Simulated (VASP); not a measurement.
# Au (Im-3m) in VASP: single point with PBE

Aim: the single point of Au with PBE.

Program: VASP 6.6.1. These are calculated values, not measurements. Logs are shortened: lines on timing, memory, paths and dates and some standing lists are left out, and cuts for length are marked.

## 1. The cell of the first run

It takes space group Im-3m (No. 229, cubic). Conventional cell: a = 3.368 Å, b = 3.368 Å, c = 3.368 Å, α = 90.00°, β = 90.00°, γ = 90.00°. Within 3.8 Å of Au (site symmetry m-3m) lie 14 Au at 2.92 to 3.37 Å.

This isn't the form of Au at room conditions, which is fcc.

## 2. Single point, PBE

The input, INCAR:

```
PREC = Accurate
ENCUT = 520
EDIFF = 1E-6
ISMEAR = -1
SIGMA = 0.06122561905347299
LREAL = F
LASPH = T
NELM = 80
ALGO = Normal
ISIF = 2
LWAVE = F
LCHARG = F
GGA = PE
NBANDS = 12
```

The input, KPOINTS:

```
Automatic mesh
0
Gamma
  46 46 46
```

The input, POSCAR:

```
Au
1.0
   -1.6839603692      1.6839603692      1.6839603692
    1.6839603692     -1.6839603692      1.6839603692
    1.6839603692      1.6839603692     -1.6839603692
Au
1
Direct
    0.0000000000      0.0000000000      0.0000000000
```

Potentials or basis: VASP PAW PBE potentials, release 64 (Au).

Launch:

```
$ cat potpaw_PBE.64/Au/POTCAR > POTCAR
$ mpirun -np 1 vasp_std > vasp.out
```

OUTCAR:

```text
PREC = Accurate
   ENCUT = 520
   EDIFF = 1E-6
   ISMEAR = -1
   LREAL = F
   LASPH = T
   NELM = 80
   ISIF = 2
   GGA = PE

 ion  position               nearest neighbor table
   1  0.000  0.000  0.000-

  LATTYP: Found a body centered cubic cell.
 ALAT       =     3.3679207384

  Lattice vectors:

 A1 = (  -1.6839603692,   1.6839603692,   1.6839603692)
 A2 = (   1.6839603692,  -1.6839603692,   1.6839603692)
 A3 = (   1.6839603692,   1.6839603692,  -1.6839603692)

Analysis of symmetry for initial positions (statically):
=====================================================================
 Subroutine PRICEL returns:
 Original cell was already a primitive cell.

 Routine SETGRP: Setting up the symmetry group for a
 body centered cubic supercell.

 Subroutine GETGRP returns: Found 48 space group operations
 (whereof 48 operations were pure point group operations)
 out of a pool of 48 trial point group operations.

The static configuration has the point symmetry O_h .

Analysis of symmetry for dynamics (positions and initial velocities):
=====================================================================
 Subroutine PRICEL returns:
 Original cell was already a primitive cell.

 Routine SETGRP: Setting up the symmetry group for a
 body centered cubic supercell.

 Subroutine GETGRP returns: Found 48 space group operations
 (whereof 48 operations were pure point group operations)
 out of a pool of 48 trial point group operations.

The dynamic configuration has the point symmetry O_h .

 Subroutine INISYM returns: Found 48 space group operations
 (whereof 48 operations are pure point group operations),
 and found     1 'primitive' translations

----------------------------------------------------------------------------------------

                                     Primitive cell

  volume of cell :      19.1010

  direct lattice vectors                    reciprocal lattice vectors
    -1.683960369  1.683960369  1.683960369     0.000000000  0.296919102  0.296919102
     1.683960369 -1.683960369  1.683960369     0.296919102  0.000000000  0.296919102
     1.683960369  1.683960369 -1.683960369     0.296919102  0.296919102  0.000000000

  length of vectors
     2.916704917  2.916704917  2.916704917     0.419907020  0.419907020  0.419907020

  position of ions in fractional coordinates (direct lattice)
     0.000000000  0.000000000  0.000000000

  ion indices of the primitive-cell ions
   primitive index   ion index
                 1           1

[... 72 lines left out ...]
   LREAL  =      F    real-space projection
   EDIFFG = 0.1E-04   stopping-criterion for IOM
   NSW    =      0    number of steps for IOM
   IBRION =     -1    ionic relax: 0-MD 1-quasi-New 2-CG
   NFREE  =      0    steps in history (QN), initial steepest desc. (CG)
   ISIF   =      2    stress and relaxation
   ISYM   =      2    0-nonsym 1-usesym 2-fastsym
   POTIM  = 0.5000    time-step for ionic-motion
   TEBEG  =    0.0;   TEEND  =   0.0 temperature during run
   PSTRESS=    0.0 pullay stress
   NELECT =      11.0000    total number of electrons
   NUPDOWN=      -1.0000    fix difference up-down
   EMIN   =  10.00;   EMAX   =-10.00  energy-range for DOS
   EFERMI =   0.00;   METHOD = LEGACY
   ISMEAR =    -1;   SIGMA  =   0.06  broadening in eV -4-tet -1-fermi 0-gaus
   EFERMI_NEDOS =   21; number of points for ismear=-14 and -15
   IALGO  =     38    algorithm
   IMIX   =      4    mixing-type and parameters
     AMIX     =   0.40;   BMIX     =  1.00
     AMIX_MAG =   1.60;   BMIX_MAG =  1.00
  volume/ion in A,a.u.               =      19.10       128.90
  Fermi-wavevector in a.u.,A,eV,Ry     =   1.362032  2.573867 25.240578  1.855130
  Thomas-Fermi vector in A             =   2.488556
   LORBIT       =      0    0 simple, 1 ext, 2 COOP (PROOUT), +10 PAW based schemes
   GGA     = PE    functional components
   LHFCALC =     F    Hartree Fock is set to
   AEXX    =    0.0000 exact exchange contribution
   IVDW    =     0    specifies the selected vdW correction
   LEPSILON=     F    determine dielectric tensor
   LRPA    =     F    only Hartree local field effects (RPA)
 non-spin polarized calculation
  energy-cutoff  :      520.00
  volume of cell :       19.10
 maximum number of plane-waves:       536
 NGX is ok and might be reduce to    24
   NGX = 11   NGY = 11   NGZ = 11

 number of electron      11.0000002 magnetization

 Free energy of the ion-electron system (eV)
  ---------------------------------------------------
  ext. energy  EPLUGINS =         0.00000000
  ---------------------------------------------------
  free energy    TOTEN  =        -3.17797479 eV

  energy without entropy =       -3.17444025  energy(sigma->0) =       -3.17620752

 E-fermi :   7.6888     XC(G=0): -12.0436

 val. band max:        7.6806432981   @ k =  -0.4783   0.5000   0.0217
 cond. band min:       7.6921296744   @ k =  -0.3913   0.4783   0.0435
 fundamental gap:      0.0114863762
 Fermi energy:         7.6888204403

 k-point     1 :       0.0000    0.0000    0.0000
  band No.  band energies     occupation
      1      -1.0127      2.00000
      2       3.4069      2.00000
      3       3.4069      2.00000
      4       3.4069      2.00000
      5       5.0128      2.00000
      6       5.0128      2.00000
      7      24.1469      0.00000
      8      24.1469      0.00000
      9      24.1469      0.00000
     10      30.0102      0.00000
     11      30.0102      0.00000
     12      30.0102      0.00000
[... 331 lines left out ...]
 k-point    24 :       0.5000    0.0000    0.0000
  band No.  band energies     occupation
      1       1.4187      2.00000
      2       2.5102      2.00000
      3       4.8843      2.00000
      4       5.1649      2.00000
      5       6.2678      2.00000
      6       7.5402      1.83771
      7      10.6392      0.00000
      8      19.9699      0.00000
      9      20.8196      0.00000
     10      27.9066      0.00000
     11      28.4279      0.00000
     12      30.0691      0.00000

 [... further k-points ...]
[... 5 lines left out ...]
  --------------------------------------------------------------------------------------
  -------------------------------------------------------------------------------------
  Total       -0.8109270     -0.8109270     -0.8109270     -0.0000000     -0.0000000      0.0000000
  in kB      -68.0200197    -68.0200197    -68.0200197     -0.0000000     -0.0000000      0.0000000
  external PRESSURE =     -68.0200197 kB  Pullay stress =       0.0000000 kB

 VOLUME and BASIS-vectors are now :
 -----------------------------------------------------------------------------
  energy-cutoff  :      520.00
  volume of cell :       19.10
      direct lattice vectors                 reciprocal lattice vectors
    -1.683960369  1.683960369  1.683960369     0.000000000  0.296919102  0.296919102
     1.683960369 -1.683960369  1.683960369     0.296919102  0.000000000  0.296919102
     1.683960369  1.683960369 -1.683960369     0.296919102  0.296919102  0.000000000

 POSITION                                       TOTAL-FORCE (eV/Angst)
 -----------------------------------------------------------------------------------
      0.00000      0.00000      0.00000        -0.000000      0.000000      0.000000
 -----------------------------------------------------------------------------------
    total drift:                                0.000000      0.000000     -0.000000

  FREE ENERGIE OF THE ION-ELECTRON SYSTEM (eV)
  ---------------------------------------------------
  free  energy   TOTEN  =        -3.1779747856 eV

  energy  without entropy=       -3.1744402492  energy(sigma->0) =       -3.17620752
```

stdout:

```text
POSCAR found type information on POSCAR Au
 POSCAR found :  1 types and       1 ions
 scaLAPACK will be used
 LDA part: xc-table for (Slater+PW92), standard interpolation
 POSCAR, INCAR and KPOINTS ok, starting setup
 FFT: planning ... GRIDC
 FFT: planning ... GRID_SOFT
 FFT: planning ... GRID
 WAVECAR not read
 entering main loop
```

It took 7 min on 1 thread of Intel Xeon 8259CL, shared host; peak memory 0.62 GiB.

What came out:

| Quantity | Value |
| --- | --- |
| Free energy | -3.1780 eV |
| Pressure | -6.8 GPa |
| Band gap on the k mesh | zero (an odd number of electrons rules out a gap without spin polarisation) |

Caveat: the cell stands under tension; spin-orbit coupling is left out, which moves the levels of the heavy elements.
